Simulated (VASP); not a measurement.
# Sc in VASP: a series of runs

The runs below take Sc through single point, with PBE.

Everything below comes from runs of VASP 6.6.1. Logs are shortened: lines on timing, memory, paths and dates and some standing lists are left out, and cuts for length are marked.

## 1. The cell of the first run

The typed cell holds 1 atom: a = 3.214 Å, b = 3.222 Å, c = 3.138 Å, α = 60.68°, β = 60.20°, γ = 59.75°.

## 2. Single point, PBE (the cell strained at random)

The input, INCAR:

```
ALGO = Fast
EDIFF = 1E-6
ENCUT = 520
GGA = PE
ISIF = 2
ISMEAR = -1
LASPH = T
LCHARG = F
LREAL = F
LWAVE = F
NBANDS = 12
NELM = 80
PREC = Accurate
SIGMA = 0.05
```

The input, KPOINTS:

```
k-points
0
Gamma
  10 10 10
```

The input, POSCAR:

```
Sc
1.0
   -0.0116770000      2.2503010000      2.2952860000
    2.2484430000     -0.0235140000      2.3071230000
    2.2121240000      2.2258190000      0.0128050000
Sc
1
Direct
   -0.0081780000      0.0007790000     -0.0045000000
```

Potentials or basis: VASP PAW PBE potentials, release 64 (Sc_sv).

Run with:

```bash
> cat potpaw_PBE.64/Sc_sv/POTCAR > POTCAR
> mpirun -np 1 vasp_std > vasp.out
```

OUTCAR:

```text
EDIFF = 1E-6
   ENCUT = 520
   GGA = PE
   ISIF = 2
   ISMEAR = -1
   LASPH = T
   LREAL = F
   NELM = 80
   PREC = Accurate

 ion  position               nearest neighbor table
   1  0.992  0.001  0.995-

  Warning from LATTYP: Got some problem with cell dimensions!
  Tried to take original basis but could not verify dimensions!
  LATTYP: Found a triclinic cell.
 ALAT       =     3.2143939965
 B/A-ratio  =     0.9762775378
 C/A-ratio  =     0.9973925613
 COS(alpha) =     0.0060912292
 COS(beta)  =     0.4964384032
 COS(gamma) =     0.4968983174

  Lattice vectors:

 A1 = (  -0.0116770000,   2.2503010000,   2.2952860000)
 A2 = (   2.2121240000,   2.2258190000,   0.0128050000)
 A3 = (  -2.2601200000,   2.2738150000,  -0.0118370000)

Analysis of symmetry for initial positions (statically):
=====================================================================
 Subroutine PRICEL returns:
 Original cell was already a primitive cell.

 Routine SETGRP: Setting up the symmetry group for a
 triclinic supercell.

 Subroutine GETGRP returns: Found  2 space group operations
 (whereof  1 operations were pure point group operations)
 out of a pool of  2 trial point group operations.

The static configuration has the point symmetry C_1 .
 The point group associated with its full space group is S_2 .

Analysis of symmetry for dynamics (positions and initial velocities):
=====================================================================
 Subroutine PRICEL returns:
 Original cell was already a primitive cell.

 Routine SETGRP: Setting up the symmetry group for a
 triclinic supercell.

 Subroutine GETGRP returns: Found  2 space group operations
 (whereof  1 operations were pure point group operations)
 out of a pool of  2 trial point group operations.

The dynamic configuration has the point symmetry C_1 .
 The point group associated with its full space group is S_2 .

 Subroutine INISYM returns: Found  2 space group operations
 (whereof  1 operations are pure point group operations),
 and found     1 'primitive' translations

----------------------------------------------------------------------------------------

                                     Primitive cell

  volume of cell :      23.0864

  direct lattice vectors                    reciprocal lattice vectors
    -0.011677000  2.250301000  2.295286000    -0.222449151  0.219820392  0.219031709
     2.248443000 -0.023514000  2.307123000     0.220046726 -0.219939766  0.216748659
     2.212124000  2.225819000  0.012805000     0.227220509  0.224711124 -0.219151083

  length of vectors
     3.214393996  3.221624648  3.138140657     0.381810841  0.379175478  0.387493801

  position of ions in fractional coordinates (direct lattice)
     0.991822000  0.000779000  0.995500000

  ion indices of the primitive-cell ions
   primitive index   ion index
                 1           1

----------------------------------------------------------------------------------------

 KPOINTS: k-points

Automatic generation of k-mesh.
 Grid dimensions read from file:
 generate k-points for:   10   10   10

 Generating k-lattice:

  Cartesian coordinates                     Fractional coordinates (reciprocal lattice)
    -0.022244915  0.021982039  0.021903171     0.100000000 -0.000000000 -0.000000000
     0.022004673 -0.021993977  0.021674866     0.000000000  0.100000000  0.000000000
     0.022722051  0.022471112 -0.021915108     0.000000000  0.000000000  0.100000000

  Length of vectors
     0.038181084  0.037917548  0.038749380

  Shift w.r.t. Gamma in fractional coordinates (k-lattice)
     0.000000000  0.000000000  0.000000000

 Subroutine IBZKPT returns following result:
 ===========================================

 Found    504 irreducible k-points:

 Following reciprocal coordinates:
            Coordinates               Weight
  0.000000  0.000000  0.000000      1.000000
  0.100000 -0.000000 -0.000000      2.000000
  0.200000 -0.000000 -0.000000      2.000000
  0.300000  0.000000 -0.000000      2.000000
  0.400000 -0.000000 -0.000000      2.000000
  0.500000  0.000000 -0.000000      1.000000
[... 16 lines left out ...]
 -0.400000  0.200000  0.000000      2.000000
 -0.300000  0.200000  0.000000      2.000000
 [... further k-points ...]
   k-points           NKPTS =    504   k-points in BZ     NKDIM =    504   number of bands    NBANDS=     12
   number of dos      NEDOS =    301   number of ions     NIONS =      1
   total plane-waves  NPLWV =  13824
   dimension x,y,z NGX =    24 NGY =   24 NGZ =   24
   dimension x,y,z NGXF=    48 NGYF=   48 NGZF=   48
   ions per type =               1
   NGX,Y,Z   is equivalent  to a cutoff of  12.41, 12.38, 12.71 a.u.
   NGXF,Y,Z  is equivalent  to a cutoff of  24.83, 24.77, 25.43 a.u.
 SYSTEM =  unknown system
   PREC   = accura    normal or accurate (medium, high low for compatibility)
   ISTART =      0    job   : 0-new  1-cont  2-samecut
   ICHARG =      2    charge: 1-file 2-atom 10-const
   ISPIN  =      1    spin polarized calculation?
   LNONCOLLINEAR =      F non collinear calculations
   LSORBIT =      F    spin-orbit coupling
   LASPH  =      T    aspherical Exc in radial PAW
   ENCUT  =  520.0 eV  38.22 Ry    6.18 a.u.   5.98  5.99  5.83*2*pi/ulx,y,z
   NELM   =     80;   NELMIN=  2; NELMDL= -5     # of ELM steps
   EDIFF  = 0.1E-05   stopping-criterion for ELM
   LREAL  =      F    real-space projection
   EDIFFG = 0.1E-04   stopping-criterion for IOM
   NSW    =      0    number of steps for IOM
   IBRION =     -1    ionic relax: 0-MD 1-quasi-New 2-CG
   NFREE  =      0    steps in history (QN), initial steepest desc. (CG)
   ISIF   =      2    stress and relaxation
   ISYM   =      2    0-nonsym 1-usesym 2-fastsym
   POTIM  = 0.5000    time-step for ionic-motion
   TEBEG  =    0.0;   TEEND  =   0.0 temperature during run
   PSTRESS=    0.0 pullay stress
   NELECT =      11.0000    total number of electrons
   NUPDOWN=      -1.0000    fix difference up-down
   EMIN   =  10.00;   EMAX   =-10.00  energy-range for DOS
   EFERMI =   0.00;   METHOD = LEGACY
   ISMEAR =    -1;   SIGMA  =   0.05  broadening in eV -4-tet -1-fermi 0-gaus
   EFERMI_NEDOS =   21; number of points for ismear=-14 and -15
   IALGO  =     68    algorithm
   IMIX   =      4    mixing-type and parameters
     AMIX     =   0.40;   BMIX     =  1.00
     AMIX_MAG =   1.60;   BMIX_MAG =  1.00
  volume/ion in A,a.u.               =      23.09       155.79
  Fermi-wavevector in a.u.,A,eV,Ry     =   1.278657  2.416311 22.245021  1.634963
  Thomas-Fermi vector in A             =   2.411187
   LORBIT       =      0    0 simple, 1 ext, 2 COOP (PROOUT), +10 PAW based schemes
   GGA     = PE    functional components
   LHFCALC =     F    Hartree Fock is set to
   AEXX    =    0.0000 exact exchange contribution
   IVDW    =     0    specifies the selected vdW correction
   LEPSILON=     F    determine dielectric tensor
   LRPA    =     F    only Hartree local field effects (RPA)
 non-spin polarized calculation
 RMM-DIIS sequential band-by-band and
  energy-cutoff  :      520.00
  volume of cell :       23.09
 maximum number of plane-waves:       634
   NGX = 11   NGY = 11   NGZ = 11

 number of electron      11.0000000 magnetization

 Free energy of the ion-electron system (eV)
  ---------------------------------------------------
  ext. energy  EPLUGINS =         0.00000000
  ---------------------------------------------------
  free energy    TOTEN  =        -6.18651611 eV

  energy without entropy =       -6.17026824  energy(sigma->0) =       -6.17839217

 E-fermi :   4.1318     XC(G=0): -10.1391

 val. band max:        4.1205174825   @ k =  -0.2000   0.2000   0.4000
 cond. band min:       4.1323449429   @ k =   0.2000  -0.3000   0.1000
 fundamental gap:      0.0118274605
 Fermi energy:         4.1317899553

 k-point     1 :       0.0000    0.0000    0.0000
  band No.  band energies     occupation
      1     -45.1263      2.00000
      2     -23.5097      2.00000
      3     -23.5007      2.00000
      4     -23.4940      2.00000
      5      -1.1742      2.00000
      6       5.6813      0.00000
      7       5.7708      0.00000
      8       5.9674      0.00000
      9       7.2151      0.00000
     10       7.4043      0.00000
     11      16.9963      0.00000
     12      20.3775      0.00000

 k-point     2 :       0.1000   -0.0000   -0.0000
  band No.  band energies     occupation
      1     -45.1190      2.00000
      2     -23.5525      2.00000
      3     -23.5116      2.00000
      4     -23.5002      2.00000
      5      -0.9090      2.00000
      6       5.5721      0.00000
      7       5.7759      0.00000
      8       6.0609      0.00000
      9       7.1593      0.00000
     10       7.3364      0.00000
     11      17.2130      0.00000
     12      18.8955      0.00000

 k-point     3 :       0.2000   -0.0000   -0.0000
  band No.  band energies     occupation
      1     -45.0999      2.00000
      2     -23.6762      2.00000
      3     -23.5281      2.00000
      4     -23.5152      2.00000
      5      -0.1642      2.00000
      6       5.1246      0.00000
      7       5.8807      0.00000
      8       6.2149      0.00000
      9       7.1782      0.00000
     10       7.3025      0.00000
     11      16.1711      0.00000
     12      17.8499      0.00000
[... 286 lines left out ...]
 k-point    23 :      -0.4000    0.2000    0.0000
  band No.  band energies     occupation
      1     -45.0403      2.00000
      2     -23.9262      2.00000
      3     -23.6883      2.00000
      4     -23.5743      2.00000
      5       2.9937      2.00000
      6       3.9753      1.91624
      7       4.9602      0.00000
      8       6.4512      0.00000
      9       8.0294      0.00000
     10       9.2811      0.00000
     11      11.3999      0.00000
     12      14.9737      0.00000

 k-point    24 :      -0.3000    0.2000    0.0000
  band No.  band energies     occupation
      1     -45.0508      2.00000
      2     -23.8744      2.00000
      3     -23.6825      2.00000
      4     -23.5522      2.00000
      5       2.3135      2.00000
      6       4.3589      0.02107
      7       4.9313      0.00000
      8       6.4970      0.00000
      9       7.4394      0.00000
     10       8.9056      0.00000
     11      12.9716      0.00000
     12      14.8161      0.00000

 [... further k-points ...]
[... 5 lines left out ...]
  --------------------------------------------------------------------------------------
  -------------------------------------------------------------------------------------
  Total        0.5846133      0.5665615      0.4901501      0.1297899     -0.0015704     -0.0611311
  in kB       40.5717725     39.3189888     34.0160871      9.0073304     -0.1089840     -4.2424584
  external PRESSURE =      37.9689495 kB  Pullay stress =       0.0000000 kB

 VOLUME and BASIS-vectors are now :
 -----------------------------------------------------------------------------
  energy-cutoff  :      520.00
  volume of cell :       23.09
      direct lattice vectors                 reciprocal lattice vectors
    -0.011677000  2.250301000  2.295286000    -0.222449151  0.219820392  0.219031709
     2.248443000 -0.023514000  2.307123000     0.220046726 -0.219939766  0.216748659
     2.212124000  2.225819000  0.012805000     0.227220509  0.224711124 -0.219151083

 POSITION                                       TOTAL-FORCE (eV/Angst)
 -----------------------------------------------------------------------------------
      2.19234      4.44768      2.29106         0.000000      0.000000     -0.000000
 -----------------------------------------------------------------------------------
    total drift:                                0.000001      0.000000      0.000003

  FREE ENERGIE OF THE ION-ELECTRON SYSTEM (eV)
  ---------------------------------------------------
  free  energy   TOTEN  =        -6.1865161108 eV

  energy  without entropy=       -6.1702682388  energy(sigma->0) =       -6.17839217
```

It took 36 s on 1 thread of Intel Xeon 6975P-C (Granite Rapids), shared host; peak memory 0.24 GiB.

Results:

| Quantity | Value |
| --- | --- |
| Free energy | -6.1865 eV |
| Pressure | 3.8 GPa |

Stress tensor (GPa, compression positive):
```
 4.06  0.90 -0.42
 0.90  3.93 -0.01
-0.42 -0.01  3.40
```

Caveat: the cell differs from its parent crystal (the cell strained at random).

## 3. Single point, PBE

The input, INCAR:

```
SYSTEM = Sc
  PREC = Accurate
  ENCUT = 520
  EDIFF = 1E-7
  ISMEAR = 0
  SIGMA = 0.1
  LREAL = .FALSE.
  LASPH = .TRUE.
  NELM = 60
  ALGO = Normal
  ISIF = 2
  LWAVE = .FALSE.
  LCHARG = .FALSE.
  GGA = PE
  NBANDS = 12
```

The input, KPOINTS:

```
regular mesh
0
G
  10 10 10
  0 0 0
```

The input, POSCAR:

```
Sc
1.0
    0.0000000000      2.2600000000      2.2600000000
    2.2600000000      0.0000000000      2.2600000000
    2.2600000000      2.2600000000      0.0000000000
Sc
1
Direct
    0.0000000000      0.0000000000      0.0000000000
```

Potentials or basis: VASP PAW PBE potentials, release 64 (Sc_sv).

Run with:

```bash
> cat potpaw_PBE.64/Sc_sv/POTCAR > POTCAR
> mpirun -np 1 vasp_std > vasp.out
```

It took 9.2 s on 1 thread of Intel Xeon Platinum 8375C at 2.90GHz (Ice Lake), shared host; peak memory 0.14 GiB.

Results (log left out):

```yaml
Free_energy: -6.1857 eV
Pressure: 3.8 GPa
```

Levels at points of the mesh, in eV from the Fermi level:
```csv
k point,band 3,band 4,band 5,band 6,band 7,band 8
"(0.00, 0.00, 0.00)",-27.63,-27.63,-5.30,1.68,1.68,1.68
"(0.50, 0.00, 0.00)",-27.69,-27.69,-1.83,0.36,1.55,1.55
"(0.50, 0.50, 0.00)",-27.80,-27.80,-1.65,-0.71,2.16,4.15
```
